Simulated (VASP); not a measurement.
Wanted: the native input for a VASP 6.6.1 run.

```
Task                   : single point
Functional             : PBE
Potentials or basis    : VASP PAW PBE potentials, release 64 (Nb_sv, H)
Cutoff                 : 520 eV
k mesh                 : 3 × 3 × 3
Occupations            : gaussian, width 0.1 eV
Spin                   : no spin polarisation
Dipole correction      : no
Further INCAR settings : LREAL = Auto; ALGO = Normal; EDIFF = 1e-07; NBANDS = 230
```

The structure of Nb32H (a cell with a defect) lies in POSCAR:

```
Nb32H
1.0
    0.0000000000      6.6222320022      6.6222320022
   -6.6222320022      6.6222320022      0.0000000000
   -6.6222320022      0.0000000000      6.6222320022
Nb H
32 1
Direct
   -0.0010538743     -0.0001466273      0.0010807534
   -0.0006436652      0.5008434466      0.0006380779
   -0.0017562055      0.0005886233      0.4993968799
    0.1249712332      0.1260161981      0.1250018875
   -0.0010726746      0.4999793874      0.4999816525
    0.1245117205      0.6243724923      0.1256050075
    0.1174635681      0.1266033869      0.6233553881
    0.2488715284      0.2500539092      0.2499980368
    0.5000380535     -0.0010960051      0.0010546293
    0.1244612843      0.6266641668      0.6255415846
    0.2505382625      0.7482656147      0.2517768178
    0.2483875526      0.2572834959      0.7515780176
    0.3750304277      0.3760332618      0.3739773084
    0.5005754856      0.4982596501      0.0017308364
    0.5073278917     -0.0015704675      0.4926296751
    0.6266883278      0.1244347072      0.1232866048
    0.2499439010      0.7489002950      0.7500681792
    0.3760453423      0.8749813504      0.3739748923
    0.3744636248      0.3766692256      0.8755477002
    0.5004855612      0.5006185979      0.4994928445
    0.6258159634      0.6240738015      0.1259139667
    0.6259964161      0.1250947565      0.6249268371
    0.7506185978      0.2504621553      0.2493536166
    0.3766424974      0.8675179302      0.8824502068
    0.6260163490      0.6250186491      0.6239634158
    0.7508673810      0.7493189605      0.2491181220
    0.7482126115      0.2506071215      0.7494292707
    0.8740542461      0.3758237403      0.3741626689
    0.7500181205      0.7489397832      0.7511150317
    0.8767004838      0.8744128865      0.3733179386
    0.8749892027      0.3759979263      0.8750473402
    0.8743801181      0.8745039434      0.8754650997
    0.3122511412      1.0622328692      0.6876709391
```

The input as run:

INCAR

```
PREC = Accurate
ENCUT = 520
EDIFF = 1E-7
ISMEAR = 0
SIGMA = 0.1
LREAL = Auto
LASPH = True
NELM = 80
ALGO = Normal
ISIF = 2
LWAVE = False
LCHARG = False
GGA = PE
NBANDS = 230
LUSENCCL = False
```

KPOINTS

```
regular mesh
0
Gamma
  3 3 3
```

Potentials or basis: VASP PAW PBE potentials, release 64 (Nb_sv, H).

Command:

```bash
$ cat potpaw_PBE.64/Nb_sv/POTCAR potpaw_PBE.64/H/POTCAR > POTCAR
$ mpirun -np 1 vasp_std > vasp.out
```

It gave:

The pressure is 0.0 GPa, the largest force is 0.007 eV/Å and the band gap on the k mesh is zero (an odd number of electrons rules out a gap without spin polarisation).

Run time: 8.5 min on 1 × NVIDIA H100 80GB with 1 thread of AMD EPYC 7R13 Processor (Zen 3), on a shared host, peak memory 2.3 GiB.
